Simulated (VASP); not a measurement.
# MgW2Se6 (Fm-3m) in VASP: further runs

MgW2Se6 is run at these levels: PBE; tasks: single point.

All numbers are computed with VASP 6.6.1; they aren't measurements. Logs are shortened: lines on timing, memory, paths and dates and some standing lists are left out, and cuts for length are marked.

## (1) The cell of the first run

Symmetry: Fm-3m, No. 225, cubic system. Conventional cell: a = 9.866 Å, b = 9.866 Å, c = 9.866 Å, α = 90.00°, β = 90.00°, γ = 90.00°. Mg (site symmetry m-3m) has 12 Se at 3.49 Å and 8 W at 4.27 Å within 4.6 Å. Within 3.3 Å of W (site symmetry -43m) lie 6 Se at 2.47 Å. Within 3.3 Å of Se (site symmetry mmm) lie 2 W at 2.47 Å.

## (2) Single point, PBE

INCAR

```
SYSTEM = MgW2Se6
PREC     = Accurate       ! precision mode
ENCUT    = 520            ! plane-wave cutoff, eV
EDIFF    = 1E-6           ! SCF threshold, eV
ISMEAR   = 0              ! smearing method
SIGMA    = 0.1            ! smearing width, eV
LREAL    = .False.        ! projectors in reciprocal space
LASPH    = .True.         ! aspherical terms in the spheres
NELM     = 100            ! most SCF steps
ALGO     = Normal         ! electronic algorithm
ISIF     = 2              ! what is computed and relaxed
LWAVE    = .False.        ! write WAVECAR
LCHARG   = .False.        ! write CHGCAR
GGA      = PE             ! functional
NBANDS   = 43             ! bands
```

KPOINTS

```
regular mesh
0
Gamma
  4 4 4
  0 0 0
```

POSCAR

```
MgW2Se6
1.0
    0.0000000000      4.9329127400      4.9329127400
    4.9329127400      0.0000000000      4.9329127400
    4.9329127400      4.9329127400      0.0000000000
Mg W Se
1 2 6
Direct
    0.0000000000      0.0000000000      0.0000000000
    0.7500000000      0.7500000000      0.7500000000
    0.2500000000      0.2500000000      0.2500000000
    0.5000000000      0.0000000000      0.0000000000
    0.0000000000      0.5000000000      0.5000000000
    0.0000000000      0.5000000000      0.0000000000
    0.5000000000      0.0000000000      0.5000000000
    0.0000000000      0.0000000000      0.5000000000
    0.5000000000      0.5000000000      0.0000000000
```

Potentials or basis: VASP PAW PBE potentials, release 64 (Mg, W_sv, Se).

Command:

```bash
$ cat potpaw_PBE.64/Mg/POTCAR potpaw_PBE.64/W_sv/POTCAR potpaw_PBE.64/Se/POTCAR > POTCAR
$ mpirun -np 1 vasp_std > vasp.out
```

OUTCAR:

```text
SYSTEM = MgW2Se6
   PREC = Accurate
   ENCUT = 520
   EDIFF = 1E-6
   ISMEAR = 0
   LREAL = .False.
   LASPH = .True.
   NELM = 100
   ISIF = 2
   GGA = PE

 ion  position               nearest neighbor table
   1  0.000  0.000  0.000-
   2  0.750  0.750  0.750-   4 2.47   5 2.47   6 2.47   7 2.47   8 2.47   9 2.47
   3  0.250  0.250  0.250-   4 2.47   5 2.47   6 2.47   7 2.47   8 2.47   9 2.47
   4  0.500  0.000  0.000-   2 2.47   3 2.47
   5  0.000  0.500  0.500-   2 2.47   3 2.47
   6  0.000  0.500  0.000-   2 2.47   3 2.47
   7  0.500  0.000  0.500-   2 2.47   3 2.47
   8  0.000  0.000  0.500-   2 2.47   3 2.47
   9  0.500  0.500  0.000-   2 2.47   3 2.47

  LATTYP: Found a face centered cubic cell.
 ALAT       =     9.8658254800

  Lattice vectors:

 A1 = (   0.0000000000,   4.9329127400,   4.9329127400)
 A2 = (   4.9329127400,   0.0000000000,   4.9329127400)
 A3 = (   4.9329127400,   4.9329127400,   0.0000000000)

Analysis of symmetry for initial positions (statically):
=====================================================================
 Subroutine PRICEL returns:
 Original cell was already a primitive cell.

 Routine SETGRP: Setting up the symmetry group for a
 face centered cubic supercell.

 Subroutine GETGRP returns: Found 48 space group operations
[... 9 lines left out ...]

 Routine SETGRP: Setting up the symmetry group for a
 face centered cubic supercell.

 Subroutine GETGRP returns: Found 48 space group operations
[... 11 lines left out ...]
                                     Primitive cell

  volume of cell :     240.0713

  direct lattice vectors                    reciprocal lattice vectors
     0.000000000  4.932912740  4.932912740    -0.101359993  0.101359993  0.101359993
     4.932912740  0.000000000  4.932912740     0.101359993 -0.101359993  0.101359993
     4.932912740  4.932912740  0.000000000     0.101359993  0.101359993 -0.101359993

  length of vectors
     6.976192099  6.976192099  6.976192099     0.175560657  0.175560657  0.175560657

  position of ions in fractional coordinates (direct lattice)
     0.000000000  0.000000000  0.000000000
     0.750000000  0.750000000  0.750000000
     0.250000000  0.250000000  0.250000000
     0.500000000  0.000000000  0.000000000
     0.000000000  0.500000000  0.500000000
     0.000000000  0.500000000  0.000000000
     0.500000000  0.000000000  0.500000000
     0.000000000  0.000000000  0.500000000
     0.500000000  0.500000000  0.000000000

  ion indices of the primitive-cell ions
   primitive index   ion index
                 1           1
                 2           2
                 3           3
                 4           4
                 5           5
                 6           6
                 7           7
                 8           8
                 9           9

----------------------------------------------------------------------------------------

 KPOINTS: regular mesh

Automatic generation of k-mesh.
 Grid dimensions read from file:
 generate k-points for:    4    4    4

 Generating k-lattice:

  Cartesian coordinates                     Fractional coordinates (reciprocal lattice)
    -0.025339998  0.025339998  0.025339998     0.250000000  0.000000000  0.000000000
     0.025339998 -0.025339998  0.025339998     0.000000000  0.250000000  0.000000000
     0.025339998  0.025339998 -0.025339998     0.000000000  0.000000000  0.250000000

  Length of vectors
     0.043890164  0.043890164  0.043890164

  Shift w.r.t. Gamma in fractional coordinates (k-lattice)
     0.000000000  0.000000000  0.000000000

 Subroutine IBZKPT returns following result:
 ===========================================

 Found      8 irreducible k-points:

 Following reciprocal coordinates:
            Coordinates               Weight
  0.000000  0.000000  0.000000      1.000000
  0.250000  0.000000  0.000000      8.000000
  0.500000  0.000000  0.000000      4.000000
  0.250000  0.250000  0.000000      6.000000
  0.500000  0.250000  0.000000     24.000000
 -0.250000  0.250000  0.000000     12.000000
  0.500000  0.500000  0.000000      3.000000
 -0.250000  0.500000  0.250000      6.000000
   k-points           NKPTS =      8   k-points in BZ     NKDIM =      8   number of bands    NBANDS=     43
   number of dos      NEDOS =    301   number of ions     NIONS =      9
   total plane-waves  NPLWV = 157464
   dimension x,y,z NGX =    54 NGY =   54 NGZ =   54
   dimension x,y,z NGXF=   108 NGYF=  108 NGZF=  108
   ions per type =               1   2   6
   NGX,Y,Z   is equivalent  to a cutoff of  12.87, 12.87, 12.87 a.u.
   NGXF,Y,Z  is equivalent  to a cutoff of  25.74, 25.74, 25.74 a.u.
 SYSTEM =  MgW2Se6
   PREC   = accura    normal or accurate (medium, high low for compatibility)
   ISTART =      0    job   : 0-new  1-cont  2-samecut
   ICHARG =      2    charge: 1-file 2-atom 10-const
   ISPIN  =      1    spin polarized calculation?
   LNONCOLLINEAR =      F non collinear calculations
   LSORBIT =      F    spin-orbit coupling
   LASPH  =      T    aspherical Exc in radial PAW
   ENCUT  =  520.0 eV  38.22 Ry    6.18 a.u.  12.97 12.97 12.97*2*pi/ulx,y,z
   NELM   =    100;   NELMIN=  2; NELMDL= -5     # of ELM steps
   EDIFF  = 0.1E-05   stopping-criterion for ELM
   LREAL  =      F    real-space projection
   EDIFFG = 0.1E-04   stopping-criterion for IOM
   NSW    =      0    number of steps for IOM
   IBRION =     -1    ionic relax: 0-MD 1-quasi-New 2-CG
   NFREE  =      0    steps in history (QN), initial steepest desc. (CG)
   ISIF   =      2    stress and relaxation
   ISYM   =      2    0-nonsym 1-usesym 2-fastsym
   POTIM  = 0.5000    time-step for ionic-motion
   TEBEG  =    0.0;   TEEND  =   0.0 temperature during run
   PSTRESS=    0.0 pullay stress
   NELECT =      66.0000    total number of electrons
   NUPDOWN=      -1.0000    fix difference up-down
   EMIN   =  10.00;   EMAX   =-10.00  energy-range for DOS
   EFERMI =   0.00;   METHOD = LEGACY
   ISMEAR =     0;   SIGMA  =   0.10  broadening in eV -4-tet -1-fermi 0-gaus
   EFERMI_NEDOS =   21; number of points for ismear=-14 and -15
   IALGO  =     38    algorithm
   IMIX   =      4    mixing-type and parameters
     AMIX     =   0.40;   BMIX     =  1.00
     AMIX_MAG =   1.60;   BMIX_MAG =  1.00
  volume/ion in A,a.u.               =      26.67       180.01
  Fermi-wavevector in a.u.,A,eV,Ry     =   1.064493  2.011600 15.417371  1.133145
  Thomas-Fermi vector in A             =   2.200013
   LORBIT       =      0    0 simple, 1 ext, 2 COOP (PROOUT), +10 PAW based schemes
   GGA     = PE    functional components
   LHFCALC =     F    Hartree Fock is set to
   AEXX    =    0.0000 exact exchange contribution
   IVDW    =     0    specifies the selected vdW correction
   LEPSILON=     F    determine dielectric tensor
   LRPA    =     F    only Hartree local field effects (RPA)
 non-spin polarized calculation
 Gauss-broadening in eV      SIGMA  =   0.10
  energy-cutoff  :      520.00
  volume of cell :      240.07
 maximum number of plane-waves:      6476
 NGX is ok and might be reduce to    54
   NGX = 25   NGY = 25   NGZ = 25

 number of electron      66.0000002 magnetization

 Free energy of the ion-electron system (eV)
  ---------------------------------------------------
  ext. energy  EPLUGINS =         0.00000000
  ---------------------------------------------------
  free energy    TOTEN  =       -47.16944275 eV

  energy without entropy =      -47.14077646  energy(sigma->0) =      -47.15510961

 E-fermi :   3.3281     XC(G=0):  -8.9389

 val. band max:        3.3059834105   @ k =   0.2500   0.0000   0.0000
 cond. band min:       3.3373227298   @ k =   0.2500   0.0000   0.0000
 fundamental gap:      0.0313393194
 Fermi energy:         3.3281052429

 k-point     1 :       0.0000    0.0000    0.0000
  band No.  band energies     occupation
      1     -71.9277      2.00000
      2     -71.9275      2.00000
      3     -36.1351      2.00000
      4     -36.1351      2.00000
      5     -36.1351      2.00000
      6     -36.1348      2.00000
[... 35 lines left out ...]
     42       6.2563      0.00000
     43       7.7508      0.00000

 k-point     2 :       0.2500    0.0000    0.0000
  band No.  band energies     occupation
      1     -71.9277      2.00000
      2     -71.9275      2.00000
      3     -36.1350      2.00000
      4     -36.1350      2.00000
      5     -36.1350      2.00000
      6     -36.1348      2.00000
[... 35 lines left out ...]
     42       7.1647      0.00000
     43       8.0896      0.00000

 k-point     3 :       0.5000    0.0000    0.0000
  band No.  band energies     occupation
      1     -71.9276      2.00000
      2     -71.9276      2.00000
      3     -36.1349      2.00000
      4     -36.1349      2.00000
      5     -36.1349      2.00000
      6     -36.1349      2.00000
[... 35 lines left out ...]
     42       6.8628      0.00000
     43       6.9265      0.00000

 k-point     4 :       0.2500    0.2500    0.0000
  band No.  band energies     occupation
      1     -71.9277      2.00000
      2     -71.9275      2.00000
      3     -36.1352      2.00000
      4     -36.1352      2.00000
      5     -36.1352      2.00000
      6     -36.1347      2.00000
[... 35 lines left out ...]
     42       6.9883      0.00000
     43       7.7304      0.00000

 k-point     5 :       0.5000    0.2500    0.0000
  band No.  band energies     occupation
      1     -71.9276      2.00000
      2     -71.9276      2.00000
      3     -36.1354      2.00000
      4     -36.1352      2.00000
      5     -36.1352      2.00000
      6     -36.1347      2.00000
[... 35 lines left out ...]
     42       5.9666      0.00000
     43       6.9829      0.00000

 k-point     6 :      -0.2500    0.2500    0.0000
  band No.  band energies     occupation
      1     -71.9277      2.00000
      2     -71.9276      2.00000
      3     -36.1353      2.00000
      4     -36.1351      2.00000
      5     -36.1351      2.00000
      6     -36.1348      2.00000
[... 35 lines left out ...]
     42       6.8387      0.00000
     43       7.3717      0.00000

 k-point     7 :       0.5000    0.5000    0.0000
  band No.  band energies     occupation
      1     -71.9277      2.00000
      2     -71.9276      2.00000
      3     -36.1355      2.00000
      4     -36.1353      2.00000
      5     -36.1353      2.00000
      6     -36.1346      2.00000
[... 35 lines left out ...]
     42       5.5029      0.00000
     43       6.4007      0.00000

 k-point     8 :      -0.2500    0.5000    0.2500
  band No.  band energies     occupation
      1     -71.9276      2.00000
      2     -71.9276      2.00000
      3     -36.1354      2.00000
      4     -36.1354      2.00000
      5     -36.1349      2.00000
      6     -36.1349      2.00000
[... 35 lines left out ...]
     42       6.7287      0.00000
     43       6.7287      0.00000

------------------------ aborting loop because EDIFF is reached ----------------------------------------

  FORCE on cell =-STRESS in cart. coord.  units (eV):
  Direction    XX          YY          ZZ          XY          YZ          ZX
  --------------------------------------------------------------------------------------
  -------------------------------------------------------------------------------------
  Total        1.9349955      1.9349955      1.9349955     -0.0000000      0.0000000     -0.0000000
  in kB       12.9136869     12.9136869     12.9136869     -0.0000000      0.0000000     -0.0000000
  external PRESSURE =      12.9136869 kB  Pullay stress =       0.0000000 kB

 VOLUME and BASIS-vectors are now :
 -----------------------------------------------------------------------------
  energy-cutoff  :      520.00
  volume of cell :      240.07
      direct lattice vectors                 reciprocal lattice vectors
     0.000000000  4.932912740  4.932912740    -0.101359993  0.101359993  0.101359993
     4.932912740  0.000000000  4.932912740     0.101359993 -0.101359993  0.101359993
     4.932912740  4.932912740  0.000000000     0.101359993  0.101359993 -0.101359993

 POSITION                                       TOTAL-FORCE (eV/Angst)
 -----------------------------------------------------------------------------------
      0.00000      0.00000      0.00000        -0.000000      0.000000      0.000000
      7.39937      7.39937      7.39937         0.000000      0.000000     -0.000000
      2.46646      2.46646      2.46646        -0.000000     -0.000000      0.000000
      0.00000      2.46646      2.46646        -0.000000      0.000000      0.000000
      4.93291      2.46646      2.46646        -0.000000      0.000000      0.000000
      2.46646      0.00000      2.46646        -0.000000      0.000000      0.000000
      2.46646      4.93291      2.46646        -0.000000      0.000000      0.000000
      2.46646      2.46646      0.00000        -0.000000      0.000000      0.000000
      2.46646      2.46646      4.93291        -0.000000      0.000000      0.000000
 -----------------------------------------------------------------------------------
    total drift:                                0.000000      0.000000      0.000000

  FREE ENERGIE OF THE ION-ELECTRON SYSTEM (eV)
  ---------------------------------------------------
  free  energy   TOTEN  =       -47.1694427464 eV

  energy  without entropy=      -47.1407764637  energy(sigma->0) =      -47.15510961
```

It took 1.9 min on 1 thread of Intel Xeon Platinum 8559C (Emerald Rapids), shared host; peak memory 0.43 GiB.

Results:

```
Free energy            : -47.1694 eV
Pressure               : 1.3 GPa
Band gap on the k mesh : zero (band 33 reaches 3.69 eV, above the bottom of band 34 at 3.13 eV)
```

Levels at points of the mesh, in eV from the Fermi level:
```tsv
k point	band 31	band 32	band 33	band 34	band 35	band 36
(0.00, 0.00, 0.00)	-0.67	-0.67	-0.67	0.27	0.27	0.27
(0.50, 0.00, 0.00)	-0.77	-0.61	-0.51	0.24	0.43	0.43
(0.50, 0.50, 0.00)	-0.85	-0.85	0.24	0.57	0.58	1.09
```

Caveat: spin-orbit coupling is left out, which moves the levels of the heavy elements.

## (3) Single point, PBE, collinear spin, zero start

INCAR

```
SYSTEM = MgW2Se6
  ALGO = Normal
  EDIFF = 1E-7
  ENCUT = 520
  GGA = PE
  ISIF = 2
  ISMEAR = 0
  ISPIN = 2
  LASPH = .True.
  LCHARG = .False.
  LMAXMIX = 4
  LORBIT = 11
  LREAL = .False.
  LWAVE = .False.
  MAGMOM = 0 0 0 0 0 0 0 0 0
  NBANDS = 47
  NELM = 150
  PREC = Accurate
  SIGMA = 0.1
```

KPOINTS

```
k-points
0
Gamma
  4 4 4
  0 0 0
```

POSCAR is that of step 2.

Potentials or basis: VASP PAW PBE potentials, release 64 (Mg, W_sv, Se).

Command:

```bash
$ cat potpaw_PBE.64/Mg/POTCAR potpaw_PBE.64/W_sv/POTCAR potpaw_PBE.64/Se/POTCAR > POTCAR
$ mpirun -np 1 vasp_std > vasp.out
```

Wall time 6.6 min (1 thread of Intel Xeon 6975P-C, shared host); peak memory 0.58 GiB.

It converged, with:

* Free energy: -47.1694 eV
* Pressure: 1.3 GPa
* Band gap on the k mesh: zero (filled and empty bands overlap)
* Net moment: 0.00 μB per cell
* Valence electrons inside the program's atomic spheres: Mg 0.23; W 11.90; Se 3.87

Levels at points of the mesh, in eV from the Fermi level:
Spin up:
```
           k point  band 30  band 31  band 32  band 33  band 34  band 35  band 36  band 37
(0.00, 0.00, 0.00)    -1.04    -0.67    -0.67    -0.67     0.27     0.27     0.27     0.55
(0.50, 0.00, 0.00)    -1.03    -0.77    -0.61    -0.51     0.24     0.43     0.43     0.52
(0.50, 0.50, 0.00)    -1.62    -0.85    -0.85     0.24     0.57     0.58     1.09     1.30
```
Spin down:
```
           k point  band 29  band 30  band 31  band 32  band 33  band 34  band 35  band 36  band 37  band 38
(0.00, 0.00, 0.00)    -1.32    -1.04    -0.67    -0.67    -0.67     0.27     0.27     0.27     0.55     0.55
(0.50, 0.00, 0.00)    -1.03    -1.03    -0.77    -0.61    -0.51     0.24     0.43     0.43     0.52     0.52
(0.50, 0.50, 0.00)    -1.85    -1.62    -0.85    -0.85     0.24     0.57     0.58     1.09     1.30     1.30
```

Caveat: spin-orbit coupling is left out, which moves the levels of the heavy elements.

(Part 1 of 2 ends here.)
